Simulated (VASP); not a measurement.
# Pt in VASP: further runs

Runs on Pt. Level: PBE. Tasks: single point.

Program: VASP 6.6.1. These are calculated values, not measurements. Logs are shortened: lines on timing, memory, paths and dates and some standing lists are left out, and cuts for length are marked.

## 1. The cell of the first run

The cell holds a slab with vacuum, 1 atom: a = 2.809 Å, b = 3.972 Å, c = 16.000 Å, α = 90.00°, β = 90.00°, γ = 90.00°.

## 2. Single point, PBE

File INCAR:

```
SYSTEM = Pt
PREC = Accurate
ENCUT = 520
EDIFF = 1E-7
ISMEAR = -1
SIGMA = 0.1
LREAL = .FALSE.
LASPH = .TRUE.
NELM = 80
ALGO = Normal
ISIF = 2
LWAVE = .FALSE.
LCHARG = .TRUE.
LDIPOL = .TRUE.
IDIPOL = 3
DIPOL = 0.5 0.5 0.500
GGA = PE
LELF = .TRUE.
LVHAR = .TRUE.
LVACPOTAV = .TRUE.
NBANDS = 11
```

File KPOINTS:

```
Automatic mesh
0
G
  14 10 1
  0 0 0
```

File POSCAR:

```
Pt
1.0
    2.8085470218      0.0000000000      0.0000000000
    0.0000000000      3.9718852888      0.0000000000
    0.0000000000      0.0000000000     16.0000000000
Pt
1
Direct
    0.0000000000      0.0000000000      0.5000000000
```

Potentials or basis: VASP PAW PBE potentials, release 64 (Pt).

Started as:

```sh
> cat potpaw_PBE.64/Pt/POTCAR > POTCAR
> mpirun -np 1 vasp_std > vasp.out
```

OUTCAR:

```text
SYSTEM = Pt
   PREC = Accurate
   ENCUT = 520
   EDIFF = 1E-7
   ISMEAR = -1
   LREAL = .FALSE.
   LASPH = .TRUE.
   NELM = 80
   ISIF = 2
   GGA = PE

 ion  position               nearest neighbor table
   1  0.000  0.000  0.500-

  LATTYP: Found a simple orthorhombic cell.
 ALAT       =     2.8085470218
 B/A-ratio  =     1.4142135624
 C/A-ratio  =     5.6968958952

  Lattice vectors:

 A1 = (   2.8085470218,   0.0000000000,   0.0000000000)
 A2 = (   0.0000000000,   3.9718852888,   0.0000000000)
 A3 = (   0.0000000000,   0.0000000000,  16.0000000000)

Analysis of symmetry for initial positions (statically):
=====================================================================
 Subroutine PRICEL returns:
 Original cell was already a primitive cell.

 Routine SETGRP: Setting up the symmetry group for a
 simple orthorhombic supercell.

 Subroutine GETGRP returns: Found  8 space group operations
 (whereof  8 operations were pure point group operations)
 out of a pool of  8 trial point group operations.

The static configuration has the point symmetry D_2h.

Analysis of symmetry for dynamics (positions and initial velocities):
=====================================================================
 Subroutine PRICEL returns:
 Original cell was already a primitive cell.

 Routine SETGRP: Setting up the symmetry group for a
 simple orthorhombic supercell.

 Subroutine GETGRP returns: Found  8 space group operations
 (whereof  8 operations were pure point group operations)
 out of a pool of  8 trial point group operations.

The dynamic configuration has the point symmetry D_2h.

 Subroutine INISYM returns: Found  8 space group operations
 (whereof  8 operations are pure point group operations),
 and found     1 'primitive' translations

----------------------------------------------------------------------------------------

                                     Primitive cell

  volume of cell :     178.4836

  direct lattice vectors                    reciprocal lattice vectors
     2.808547022  0.000000000  0.000000000     0.356055993  0.000000000  0.000000000
     0.000000000  3.971885289  0.000000000     0.000000000  0.251769607  0.000000000
     0.000000000  0.000000000 16.000000000     0.000000000  0.000000000  0.062500000

  length of vectors
     2.808547022  3.971885289 16.000000000     0.356055993  0.251769607  0.062500000

  position of ions in fractional coordinates (direct lattice)
[... 75 lines left out ...]
   ENCUT  =  520.0 eV  38.22 Ry    6.18 a.u.   5.22  7.39 29.75*2*pi/ulx,y,z
   NELM   =     80;   NELMIN=  2; NELMDL= -5     # of ELM steps
   EDIFF  = 0.1E-06   stopping-criterion for ELM
   LREAL  =      F    real-space projection
   EDIFFG = 0.1E-05   stopping-criterion for IOM
   NSW    =      0    number of steps for IOM
   IBRION =     -1    ionic relax: 0-MD 1-quasi-New 2-CG
   NFREE  =      0    steps in history (QN), initial steepest desc. (CG)
   ISIF   =      2    stress and relaxation
   ISYM   =      2    0-nonsym 1-usesym 2-fastsym
   POTIM  = 0.5000    time-step for ionic-motion
   TEBEG  =    0.0;   TEEND  =   0.0 temperature during run
   PSTRESS=    0.0 pullay stress
   NELECT =      10.0000    total number of electrons
   NUPDOWN=      -1.0000    fix difference up-down
   EMIN   =  10.00;   EMAX   =-10.00  energy-range for DOS
   EFERMI =   0.00;   METHOD = LEGACY
   ISMEAR =    -1;   SIGMA  =   0.10  broadening in eV -4-tet -1-fermi 0-gaus
   EFERMI_NEDOS =   21; number of points for ismear=-14 and -15
   IALGO  =     38    algorithm
   IMIX   =      4    mixing-type and parameters
     AMIX     =   0.40;   BMIX     =  1.00
     AMIX_MAG =   1.60;   BMIX_MAG =  1.00
  volume/ion in A,a.u.               =     178.48      1204.47
  Fermi-wavevector in a.u.,A,eV,Ry     =   0.626434  1.183789  5.339193  0.392420
  Thomas-Fermi vector in A             =   1.687686
   LORBIT       =      0    0 simple, 1 ext, 2 COOP (PROOUT), +10 PAW based schemes
   GGA     = PE    functional components
[... 5 lines left out ...]
 non-spin polarized calculation
  energy-cutoff  :      520.00
  volume of cell :      178.48
 maximum number of plane-waves:      4858
 NGX is ok and might be reduce to    24
   NGX = 11   NGY = 15   NGZ = 59

 number of electron      10.0000001 magnetization

 dipolmoment           0.000000      0.000000     -0.000000 electrons x Angstroem

 Free energy of the ion-electron system (eV)
  ---------------------------------------------------
  ext. energy  EPLUGINS =         0.00000000
  ---------------------------------------------------
  free energy    TOTEN  =        -2.89830800 eV

  energy without entropy =       -2.76030171  energy(sigma->0) =       -2.82930485

 E-fermi :  -4.8293     XC(G=0):  -2.3671

 val. band max:       -4.8611349372   @ k =   0.4286   0.3000   0.0000
 cond. band min:      -4.8284609309   @ k =   0.0714   0.3000   0.0000
 fundamental gap:      0.0326740063
 Fermi energy:        -4.8293463116

 k-point     1 :       0.0000    0.0000    0.0000
  band No.  band energies     occupation
      1      -8.7299      2.00000
      2      -6.4485      2.00000
      3      -5.5420      1.99839
      4      -5.3758      1.99157
      5      -4.6510      0.28767
      6      -4.6180      0.21557
      7      -1.4177      0.00000
      8       1.1666      0.00000
      9       2.0433      0.00000
     10       2.3258      0.00000
     11       3.4233      0.00000
[... 309 lines left out ...]
 k-point    24 :       0.5000    0.2000    0.0000
  band No.  band energies     occupation
      1      -6.7391      2.00000
      2      -6.7185      2.00000
      3      -5.2815      1.97849
      4      -5.0911      1.86402
      5      -4.8832      1.26298
      6      -0.8848      0.00000
      7       0.0503      0.00000
      8       3.5148      0.00000
      9       5.4657      0.00000
     10       5.7380      0.00000
     11       6.1223      0.00000

 [... further k-points ...]
[... 5 lines left out ...]
  --------------------------------------------------------------------------------------
  -------------------------------------------------------------------------------------
  Total       -5.8769582     -2.0303262     -0.0126204      0.0000000      0.0000000      0.0000000
  in kB      -52.7551428    -18.2254397     -0.1132885      0.0000000      0.0000000      0.0000000
  external PRESSURE =     -23.6979570 kB  Pullay stress =       0.0000000 kB

 VOLUME and BASIS-vectors are now :
 -----------------------------------------------------------------------------
  energy-cutoff  :      520.00
  volume of cell :      178.48
      direct lattice vectors                 reciprocal lattice vectors
     2.808547022  0.000000000  0.000000000     0.356055993  0.000000000  0.000000000
     0.000000000  3.971885289  0.000000000     0.000000000  0.251769607  0.000000000
     0.000000000  0.000000000 16.000000000     0.000000000  0.000000000  0.062500000

 POSITION                                       TOTAL-FORCE (eV/Angst)
 -----------------------------------------------------------------------------------
      0.00000      0.00000      8.00000         0.000000      0.000000      0.000000
 -----------------------------------------------------------------------------------
    total drift:                               -0.000000      0.000000     -0.000000

  FREE ENERGIE OF THE ION-ELECTRON SYSTEM (eV)
  ---------------------------------------------------
  free  energy   TOTEN  =        -2.8983080002 eV

  energy  without entropy=       -2.7603017096  energy(sigma->0) =       -2.82930485

 vacuum level on the upper side and lower side of the slab         1.432         1.432
```

OSZICAR:

```text
N       E                     dE             d eps       ncg     rms          rms(c)
DAV:   1     0.583373933718E+02    0.58337E+02   -0.29831E+03  1056   0.620E+02
DAV:   2     0.778705520547E+00   -0.57559E+02   -0.53422E+02  1826   0.932E+01
DAV:   3    -0.306782570991E+01   -0.38465E+01   -0.36349E+01  1260   0.320E+01
DAV:   4    -0.310054991824E+01   -0.32724E-01   -0.32691E-01  1175   0.347E+00
DAV:   5    -0.310115682287E+01   -0.60690E-03   -0.60688E-03  1177   0.537E-01    0.342E+00
DAV:   6    -0.290676736359E+01    0.19439E+00   -0.10831E+00  1109   0.589E+00    0.208E+00
DAV:   7    -0.289905482757E+01    0.77125E-02   -0.26019E-02  1129   0.109E+00    0.114E+00
DAV:   8    -0.289848681306E+01    0.56801E-03   -0.56411E-03  1095   0.437E-01    0.239E-01
DAV:   9    -0.289824372786E+01    0.24309E-03   -0.11281E-03  1104   0.141E-01    0.546E-02
DAV:  10    -0.289827240968E+01   -0.28682E-04   -0.61588E-05  1098   0.396E-02    0.126E-02
DAV:  11    -0.289828489219E+01   -0.12483E-04   -0.34415E-06  1104   0.939E-03    0.679E-03
DAV:  12    -0.289830230929E+01   -0.17417E-04   -0.48727E-06  1083   0.128E-02    0.112E-03
DAV:  13    -0.289830512447E+01   -0.28152E-05   -0.28296E-07  1110   0.245E-03    0.606E-04
DAV:  14    -0.289830717662E+01   -0.20522E-05   -0.23246E-07  1104   0.195E-03    0.167E-04
DAV:  15    -0.289830777065E+01   -0.59403E-06   -0.41650E-08  1113   0.722E-04    0.108E-04
DAV:  16    -0.289830809834E+01   -0.32769E-06   -0.75889E-08  1113   0.838E-04    0.107E-04
DAV:  17    -0.289830798534E+01    0.11300E-06   -0.54900E-09  1112   0.328E-04    0.353E-05
DAV:  18    -0.289830800021E+01   -0.14869E-07   -0.65151E-10  1048   0.881E-05
   1 F= -.28983080E+01 E0= -.28293049E+01  d E =-.138006E+00
```

It took 58 s on 1 thread of Intel Xeon Platinum 8488C (Sapphire Rapids), shared host; peak memory 0.32 GiB.

What came out:

```yaml
Free_energy: -2.8983 eV
Band_gap_on_the_k_mesh: zero (band 5 reaches -4.52 eV, above the bottom of band 6 at -5.27 eV)
```

Levels at points of the mesh, in eV from the Fermi level:
| k point | band 2 | band 3 | band 4 | band 5 | band 6 | band 7 | band 8 | band 9 |
| --- | --- | --- | --- | --- | --- | --- | --- | --- |
| (0.00, 0.00, 0.00) | -1.62 | -0.71 | -0.55 | 0.18 | 0.21 | 3.41 | 6.00 | 6.87 |
| (0.50, 0.00, 0.00) | -1.78 | -0.70 | -0.19 | -0.10 | 3.56 | 4.72 | 7.93 | 9.98 |
| (0.00, 0.50, 0.00) | -0.86 | -0.63 | 0.10 | 0.22 | 0.25 | 2.64 | 4.98 | 7.77 |
| (0.50, 0.50, 0.00) | -1.86 | -0.38 | -0.17 | 0.31 | 4.77 | 5.85 | 7.04 | 9.56 |

Caveat: spin-orbit coupling is left out, which moves the levels of the heavy elements.

## 3. Single point, PBE

File INCAR:

```
PREC     = Accurate       # precision mode
ENCUT    = 520            # plane-wave cutoff, eV
EDIFF    = 1E-7           # SCF threshold, eV
ISMEAR   = -1             # smearing method
SIGMA    = 0.1            # smearing width, eV
LREAL    = F              # projectors in reciprocal space
LASPH    = T              # aspherical terms in the spheres
NELM     = 100            # most SCF steps
ALGO     = Normal         # electronic algorithm
ISIF     = 2              # what is computed and relaxed
LWAVE    = F              # write WAVECAR
LCHARG   = F              # write CHGCAR
LDIPOL   = T            
IDIPOL   = 3            
DIPOL    = 0.5 0.5 0.500
GGA      = PE             # functional
NBANDS   = 11             # bands
```

File KPOINTS:

```
Automatic mesh
0
Gamma
  14 10 1
```

POSCAR is that of step 2.

Potentials or basis: VASP PAW PBE potentials, release 64 (Pt).

Started as:

```sh
> cat potpaw_PBE.64/Pt/POTCAR > POTCAR
> mpirun -np 1 vasp_std > vasp.out
```

Run time: 53 s. Hardware: 1 thread of Intel Xeon Platinum 8488C (Sapphire Rapids), shared host; peak memory 0.32 GiB.

Results (log left out):

| Property | Result |
| --- | --- |
| Free energy | -2.8983 eV |
| Band gap on the k mesh | zero (band 5 reaches -4.52 eV, above the bottom of band 6 at -5.27 eV) |

Levels at points of the mesh, in eV from the Fermi level:
```tsv
k point	band 3	band 4	band 5	band 6	band 7	band 8
(0.00, 0.00, 0.00)	-0.71	-0.55	0.18	0.21	3.41	6.00
(0.50, 0.00, 0.00)	-0.70	-0.19	-0.10	3.56	4.72	7.93
(0.00, 0.50, 0.00)	-0.63	0.10	0.22	0.25	2.64	4.98
(0.50, 0.50, 0.00)	-0.38	-0.17	0.31	4.77	5.85	7.04
```

Caveat: spin-orbit coupling is left out, which moves the levels of the heavy elements.
